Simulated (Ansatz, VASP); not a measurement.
Yb in VASP and in Ansatz

```
Yb
1.0
     0.00000    2.61516    2.61516
     2.61516    0.00000    2.61516
     2.61516    2.61516    0.00000
Yb
1
Direct
  0.00000 0.00000 0.00000
```

Alike in both runs: task single point; functional PBE; k mesh 10 × 10 × 10; occupations gaussian, width 0.2 eV; no spin polarisation.

|  | VASP | Ansatz |
| --- | --- | --- |
| version | VASP 6.6.1 | Ansatz 0.2.0 |
| potentials or method | VASP PAW PBE potentials, release 64 (Yb), cutoff 520 eV | plane waves (420 eV) with PAW, scalar-relativistic |
| valence electrons in the cell | 24 | 24 |

```csv
,VASP,Ansatz,Ansatz less VASP
pressure (GPa),-0.8,-0.1,+0.73
```

Spin-orbit coupling is off throughout.
